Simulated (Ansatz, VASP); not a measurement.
Two plane-wave programs on Cs2AlGaC6N6

The input INCAR:

```
SYSTEM = Cs2AlGaC6N6
PREC = Accurate
ENCUT = 520
EDIFF = 1E-6
ISMEAR = 0
SIGMA = 0.1
LREAL = Auto
LASPH = .True.
NELM = 60
ALGO = Normal
ISIF = 2
LWAVE = .False.
LCHARG = .False.
GGA = PE
NBANDS = 58
```

KPOINTS

```
Automatic mesh
0
Gamma
  4 4 4
  0 0 0
```

Contents of POSCAR:

```
Cs2AlGaC6N6
1.0
    0.0000000000      5.0285000000      5.0285000000
    5.0285000000      0.0000000000      5.0285000000
    5.0285000000      5.0285000000      0.0000000000
Cs Al Ga C N
2 1 1 6 6
Direct
    0.2500000000      0.2500000000      0.2500000000
    0.7500000000      0.7500000000      0.7500000000
    0.5000000000      0.5000000000      0.5000000000
    0.0000000000      0.0000000000      0.0000000000
    0.8114745900      0.1885254100      0.1885254100
    0.1885254100      0.8114745900      0.1885254100
    0.1885254100      0.1885254100      0.8114745900
    0.1885254100      0.8114745900      0.8114745900
    0.8114745900      0.1885254100      0.8114745900
    0.8114745900      0.8114745900      0.1885254100
    0.6951377200      0.3048622800      0.3048622800
    0.3048622800      0.6951377200      0.3048622800
    0.3048622800      0.3048622800      0.6951377200
    0.3048622800      0.6951377200      0.6951377200
    0.6951377200      0.3048622800      0.6951377200
    0.6951377200      0.6951377200      0.3048622800
```

Input for Ansatz:

```yaml
crystal:
  lattice:
    - [0.0, 5.0285, 5.0285]
    - [5.0285, 0.0, 5.0285]
    - [5.0285, 5.0285, 0.0]
  atoms:
    - { symbol: Cs, position: [0.25, 0.25, 0.25] }
    - { symbol: Cs, position: [0.75, 0.75, 0.75] }
    - { symbol: Al, position: [0.5, 0.5, 0.5] }
    - { symbol: Ga, position: [0.0, 0.0, 0.0] }
    - { symbol: C, position: [0.81147459, 0.18852541, 0.18852541] }
    - { symbol: C, position: [0.18852541, 0.81147459, 0.18852541] }
    - { symbol: C, position: [0.18852541, 0.18852541, 0.81147459] }
    - { symbol: C, position: [0.18852541, 0.81147459, 0.81147459] }
    - { symbol: C, position: [0.81147459, 0.18852541, 0.81147459] }
    - { symbol: C, position: [0.81147459, 0.81147459, 0.18852541] }
    - { symbol: "N", position: [0.69513772, 0.30486228, 0.30486228] }
    - { symbol: "N", position: [0.30486228, 0.69513772, 0.30486228] }
    - { symbol: "N", position: [0.30486228, 0.30486228, 0.69513772] }
    - { symbol: "N", position: [0.30486228, 0.69513772, 0.69513772] }
    - { symbol: "N", position: [0.69513772, 0.30486228, 0.69513772] }
    - { symbol: "N", position: [0.69513772, 0.69513772, 0.30486228] }
basis:
  ecutwfc: 420
kpoints:
  mp_grid: { grid: [4, 4, 4] }
hamiltonian:
  xc: pbe
scf:
  occupations: { method: gaussian, width: 0.1 }
  lower_state_search: "off"
output:
  forces: true
  stress: true
  eigenvalues: true
```

Alike in both runs: task single point; functional PBE; k mesh 4 × 4 × 4; occupations gaussian, width 0.1 eV; no spin polarisation.

|  | VASP | Ansatz |
| --- | --- | --- |
| version | VASP 6.6.1 | Ansatz 0.2.0 |
| potentials or method | VASP PAW PBE potentials, release 64 (Cs_sv, Al, Ga_d, C, N), cutoff 520 eV | scalar-relativistic, plane waves, PAW |
| valence electrons in the cell | 88 | 88 |

Ansatz gave:

| Item | Value |
| --- | --- |
| gap on the k mesh at the Fermi level (eV) | none |
| pressure (GPa) | 13.0 |
| rms of the force components (eV/Å) | 0.986 |

Estimate VASP's values.

gap on the k mesh at the Fermi level (eV): none; pressure (GPa): 13.4; rms of the force components (eV/Å): 1.039.

Atom by atom the forces differ by 0.205 eV/Å (rms over components). A gap of «none» marks a metal or a gap that the smearing closes.

Neither program's run includes spin-orbit coupling. Noted on VASP's run: the standard files for N, O and F lose accuracy on very short bonds.
